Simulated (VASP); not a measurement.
# Pb (P6_3/mmc) in VASP: single point with PBE

Aim: the single point of Pb with PBE.

All numbers are computed with VASP 6.6.1; they aren't measurements. Logs are shortened: lines on timing, memory, paths and dates and some standing lists are left out, and cuts for length are marked.

### Step 1. The cell of the first run

Symmetry: P6_3/mmc, No. 194, hexagonal system. The conventional cell has a = 3.517 Å, b = 3.517 Å, c = 12.505 Å, α = 90.00°, β = 90.00°, γ = 120.00°. Within 4.6 Å of Pb (site symmetry -3m) lie 12 Pb at 3.52 to 3.73 Å. Pb (site symmetry -6m2) has 12 Pb at 3.52 to 3.73 Å within 4.6 Å.

This isn't the form of Pb at room conditions, which is fcc.

### Step 2. Single point, PBE (strained)

INCAR

```
SYSTEM = Pb
ALGO = Normal
EDIFF = 1E-6
ENCUT = 520
GGA = PE
ISIF = 2
ISMEAR = 0
LASPH = .TRUE.
LCHARG = .FALSE.
LREAL = .FALSE.
LWAVE = .FALSE.
NBANDS = 36
NELM = 80
PREC = Accurate
SIGMA = 0.1
```

KPOINTS

```
k-points
0
G
  15 15 4
  0 0 0
```

POSCAR

```
Pb
1.0
    3.5166830241      0.0000000000      0.0000000000
   -1.7583415120      3.0455368360      0.0000000000
    0.0000000000      0.0000000000     12.5047539458
Pb
4
Direct
    0.0000000000      0.0000000000      0.0000000000
    0.3333333300      0.6666666700      0.2500000000
    0.0000000000      0.0000000000      0.5000000000
    0.6666666700      0.3333333300      0.7500000000
```

Potentials or basis: VASP PAW PBE potentials, release 64 (Pb_d).

Run with:

```sh
cat potpaw_PBE.64/Pb_d/POTCAR > POTCAR
mpirun -np 1 vasp_std > vasp.out
```

OUTCAR:

```text
SYSTEM = Pb
   EDIFF = 1E-6
   ENCUT = 520
   GGA = PE
   ISIF = 2
   ISMEAR = 0
   LASPH = .TRUE.
   LREAL = .FALSE.
   NELM = 80
   PREC = Accurate

 ion  position               nearest neighbor table
   1  0.000  0.000  0.000-   2 3.73   4 3.73   4 3.73   2 3.73   4 3.73   2 3.73
   2  0.333  0.667  0.250-   1 3.73   3 3.73   1 3.73   3 3.73   1 3.73   3 3.73
   3  0.000  0.000  0.500-   2 3.73   4 3.73   4 3.73   2 3.73   4 3.73   2 3.73
   4  0.667  0.333  0.750-   1 3.73   3 3.73   1 3.73   3 3.73   1 3.73   3 3.73

  LATTYP: Found a hexagonal cell.
 ALAT       =     3.5166830241
 C/A-ratio  =     3.5558376630

  Lattice vectors:

 A1 = (   3.5166830241,   0.0000000000,   0.0000000000)
 A2 = (  -1.7583415120,   3.0455368360,   0.0000000000)
 A3 = (   0.0000000000,   0.0000000000,  12.5047539458)

Analysis of symmetry for initial positions (statically):
=====================================================================
 Subroutine PRICEL returns:
 Original cell was already a primitive cell.

 Routine SETGRP: Setting up the symmetry group for a
 hexagonal supercell.

 Subroutine GETGRP returns: Found 24 space group operations
 (whereof 12 operations were pure point group operations)
 out of a pool of 24 trial point group operations.

The static configuration has the point symmetry D_3d.
 The point group associated with its full space group is D_6h.

Analysis of symmetry for dynamics (positions and initial velocities):
=====================================================================
 Subroutine PRICEL returns:
 Original cell was already a primitive cell.

 Routine SETGRP: Setting up the symmetry group for a
 hexagonal supercell.

 Subroutine GETGRP returns: Found 24 space group operations
 (whereof 12 operations were pure point group operations)
 out of a pool of 24 trial point group operations.

The dynamic configuration has the point symmetry D_3d.
 The point group associated with its full space group is D_6h.

 Subroutine INISYM returns: Found 24 space group operations
 (whereof 12 operations are pure point group operations),
 and found     1 'primitive' translations

----------------------------------------------------------------------------------------

                                     Primitive cell

  volume of cell :     133.9283

  direct lattice vectors                    reciprocal lattice vectors
     3.516683024  0.000000000  0.000000000     0.284358867  0.164174668  0.000000000
    -1.758341512  3.045536836  0.000000000     0.000000000  0.328349337  0.000000000
     0.000000000  0.000000000 12.504753946     0.000000000  0.000000000  0.079969586

  length of vectors
     3.516683024  3.516683024 12.504753946     0.328349337  0.328349337  0.079969586

  position of ions in fractional coordinates (direct lattice)
     0.000000000  0.000000000  0.000000000
     0.333333330  0.666666670  0.250000000
     0.000000000  0.000000000  0.500000000
     0.666666670  0.333333330  0.750000000

  ion indices of the primitive-cell ions
   primitive index   ion index
                 1           1
                 2           2
                 3           3
                 4           4

----------------------------------------------------------------------------------------

 KPOINTS: k-points

Automatic generation of k-mesh.
 Grid dimensions read from file:
 generate k-points for:   15   15    4

 Generating k-lattice:

  Cartesian coordinates                     Fractional coordinates (reciprocal lattice)
     0.018957258  0.010944978  0.000000000     0.066666667  0.000000000  0.000000000
     0.000000000  0.021889956  0.000000000     0.000000000  0.066666667  0.000000000
     0.000000000  0.000000000  0.019992397     0.000000000  0.000000000  0.250000000

  Length of vectors
     0.021889956  0.021889956  0.019992397

  Shift w.r.t. Gamma in fractional coordinates (k-lattice)
     0.000000000  0.000000000  0.000000000

 Subroutine IBZKPT returns following result:
 ===========================================

 Found     81 irreducible k-points:

 Following reciprocal coordinates:
            Coordinates               Weight
  0.000000  0.000000  0.000000      1.000000
  0.066667  0.000000  0.000000      6.000000
  0.133333  0.000000  0.000000      6.000000
  0.200000  0.000000  0.000000      6.000000
  0.266667  0.000000  0.000000      6.000000
  0.333333  0.000000  0.000000      6.000000
[... 16 lines left out ...]
  0.333333  0.200000  0.000000     12.000000
  0.400000  0.200000  0.000000      6.000000
 [... further k-points ...]
   k-points           NKPTS =     81   k-points in BZ     NKDIM =     81   number of bands    NBANDS=     36
   number of dos      NEDOS =    301   number of ions     NIONS =      4
   total plane-waves  NPLWV =  75264
   dimension x,y,z NGX =    28 NGY =   28 NGZ =   96
   dimension x,y,z NGXF=    56 NGYF=   56 NGZF=  192
   ions per type =               4
   NGX,Y,Z   is equivalent  to a cutoff of  13.24, 13.24, 12.76 a.u.
   NGXF,Y,Z  is equivalent  to a cutoff of  26.47, 26.47, 25.53 a.u.
 SYSTEM =  Pb
   PREC   = accura    normal or accurate (medium, high low for compatibility)
   ISTART =      0    job   : 0-new  1-cont  2-samecut
   ICHARG =      2    charge: 1-file 2-atom 10-const
   ISPIN  =      1    spin polarized calculation?
   LNONCOLLINEAR =      F non collinear calculations
   LSORBIT =      F    spin-orbit coupling
   LASPH  =      T    aspherical Exc in radial PAW
   ENCUT  =  520.0 eV  38.22 Ry    6.18 a.u.   6.54  6.54 23.25*2*pi/ulx,y,z
   NELM   =     80;   NELMIN=  2; NELMDL= -5     # of ELM steps
   EDIFF  = 0.1E-05   stopping-criterion for ELM
   LREAL  =      F    real-space projection
   EDIFFG = 0.1E-04   stopping-criterion for IOM
   NSW    =      0    number of steps for IOM
   IBRION =     -1    ionic relax: 0-MD 1-quasi-New 2-CG
   NFREE  =      0    steps in history (QN), initial steepest desc. (CG)
   ISIF   =      2    stress and relaxation
   ISYM   =      2    0-nonsym 1-usesym 2-fastsym
   POTIM  = 0.5000    time-step for ionic-motion
   TEBEG  =    0.0;   TEEND  =   0.0 temperature during run
   PSTRESS=    0.0 pullay stress
   NELECT =      56.0000    total number of electrons
   NUPDOWN=      -1.0000    fix difference up-down
   EMIN   =  10.00;   EMAX   =-10.00  energy-range for DOS
   EFERMI =   0.00;   METHOD = LEGACY
   ISMEAR =     0;   SIGMA  =   0.10  broadening in eV -4-tet -1-fermi 0-gaus
   EFERMI_NEDOS =   21; number of points for ismear=-14 and -15
   IALGO  =     38    algorithm
   IMIX   =      4    mixing-type and parameters
     AMIX     =   0.40;   BMIX     =  1.00
     AMIX_MAG =   1.60;   BMIX_MAG =  1.00
  volume/ion in A,a.u.               =      33.48       225.95
  Fermi-wavevector in a.u.,A,eV,Ry     =   1.224184  2.313373 20.390057  1.498627
  Thomas-Fermi vector in A             =   2.359268
   LORBIT       =      0    0 simple, 1 ext, 2 COOP (PROOUT), +10 PAW based schemes
   GGA     = PE    functional components
   LHFCALC =     F    Hartree Fock is set to
   AEXX    =    0.0000 exact exchange contribution
   IVDW    =     0    specifies the selected vdW correction
   LEPSILON=     F    determine dielectric tensor
   LRPA    =     F    only Hartree local field effects (RPA)
 non-spin polarized calculation
 Gauss-broadening in eV      SIGMA  =   0.10
  energy-cutoff  :      520.00
  volume of cell :      133.93
 maximum number of plane-waves:      3666
 NGX is ok and might be reduce to    28
   NGX = 13   NGY = 13   NGZ = 47

 number of electron      55.9999992 magnetization

 Free energy of the ion-electron system (eV)
  ---------------------------------------------------
  ext. energy  EPLUGINS =         0.00000000
  ---------------------------------------------------
  free energy    TOTEN  =       -14.12251272 eV

  energy without entropy =      -14.10427698  energy(sigma->0) =      -14.11339485

 E-fermi :   6.2351     XC(G=0):  -9.7141

 val. band max:        6.2268173224   @ k =   0.3333   0.2000   0.5000
 cond. band min:       6.2418000028   @ k =   0.1333   0.0000   0.0000
 fundamental gap:      0.0149826804
 Fermi energy:         6.2351411983

 k-point     1 :       0.0000    0.0000    0.0000
  band No.  band energies     occupation
      1     -10.8489      2.00000
      2     -10.8430      2.00000
      3     -10.8295      2.00000
      4     -10.8288      2.00000
      5     -10.8030      2.00000
      6     -10.8030      2.00000
[... 28 lines left out ...]
     35      13.4538      0.00000
     36      13.4538      0.00000

 k-point     2 :       0.0667    0.0000    0.0000
  band No.  band energies     occupation
      1     -10.8432      2.00000
      2     -10.8393      2.00000
      3     -10.8250      2.00000
      4     -10.8246      2.00000
      5     -10.8039      2.00000
      6     -10.7957      2.00000
[... 28 lines left out ...]
     35      12.7601      0.00000
     36      13.4708      0.00000

 k-point     3 :       0.1333    0.0000    0.0000
  band No.  band energies     occupation
      1     -10.8417      2.00000
      2     -10.8326      2.00000
      3     -10.8201      2.00000
      4     -10.8184      2.00000
      5     -10.7953      2.00000
      6     -10.7920      2.00000
[... 28 lines left out ...]
     35      12.0277      0.00000
     36      13.2794      0.00000
[... 742 lines left out ...]
 k-point    23 :       0.3333    0.2000    0.0000
  band No.  band energies     occupation
      1     -10.8355      2.00000
      2     -10.8332      2.00000
      3     -10.8067      2.00000
      4     -10.7971      2.00000
      5     -10.7892      2.00000
      6     -10.7826      2.00000
[... 28 lines left out ...]
     35       9.4602      0.00000
     36       9.5578      0.00000

 k-point    24 :       0.4000    0.2000    0.0000
  band No.  band energies     occupation
      1     -10.8377      2.00000
      2     -10.8365      2.00000
      3     -10.8064      2.00000
      4     -10.7950      2.00000
      5     -10.7920      2.00000
      6     -10.7916      2.00000
[... 28 lines left out ...]
     35       9.4920      0.00000
     36       9.7743      0.00000

 [... further k-points ...]

------------------------ aborting loop because EDIFF is reached ----------------------------------------

  FORCE on cell =-STRESS in cart. coord.  units (eV):
  Direction    XX          YY          ZZ          XY          YZ          ZX
  --------------------------------------------------------------------------------------
  -------------------------------------------------------------------------------------
  Total       -0.4177580     -0.4177580     -2.7477190     -0.0000000      0.0000000     -0.0000000
  in kB       -4.9976184     -4.9976184    -32.8708297     -0.0000000      0.0000000     -0.0000000
  external PRESSURE =     -14.2886888 kB  Pullay stress =       0.0000000 kB

 VOLUME and BASIS-vectors are now :
 -----------------------------------------------------------------------------
  energy-cutoff  :      520.00
  volume of cell :      133.93
      direct lattice vectors                 reciprocal lattice vectors
     3.516683024  0.000000000  0.000000000     0.284358867  0.164174668  0.000000000
    -1.758341512  3.045536836  0.000000000     0.000000000  0.328349337  0.000000000
     0.000000000  0.000000000 12.504753946     0.000000000  0.000000000  0.079969586

 POSITION                                       TOTAL-FORCE (eV/Angst)
 -----------------------------------------------------------------------------------
      0.00000      0.00000      0.00000        -0.000000      0.000000     -0.000000
     -0.00000      2.03036      3.12619        -0.000000     -0.000000      0.000000
      0.00000      0.00000      6.25238        -0.000000      0.000000     -0.000000
      1.75834      1.01518      9.37857         0.000000      0.000000     -0.000000
 -----------------------------------------------------------------------------------
    total drift:                                0.000000      0.000000      0.000000

  FREE ENERGIE OF THE ION-ELECTRON SYSTEM (eV)
  ---------------------------------------------------
  free  energy   TOTEN  =       -14.1225127186 eV

  energy  without entropy=      -14.1042769797  energy(sigma->0) =      -14.11339485
```

Run time: 2 min. Hardware: 1 thread of Intel Xeon 6975P-C (Granite Rapids), shared host; peak memory 0.44 GiB.

Results:

```yaml
Free_energy: -14.1225 eV
Pressure: -1.4 GPa
Band_gap_on_the_k_mesh: zero (bands 28 and 29 overlap by 7.05 eV)
```

Levels at points of the mesh, in eV from the Fermi level:
| k point | band 24 | band 25 | band 26 | band 27 | band 28 | band 29 | band 30 | band 31 | band 32 | band 33 |
| --- | --- | --- | --- | --- | --- | --- | --- | --- | --- | --- |
| (0.00, 0.00, 0.00) | -8.69 | -3.89 | -0.22 | -0.21 | 5.33 | 5.91 | 5.91 | 6.49 | 6.49 | 6.53 |
| (0.00, 0.00, 0.50) | -9.29 | -2.75 | -2.75 | 2.94 | 2.94 | 6.08 | 6.08 | 6.08 | 6.08 | 7.00 |

Caveat: the cell differs from its parent crystal (strained); spin-orbit coupling is left out, which moves the levels of the heavy elements.
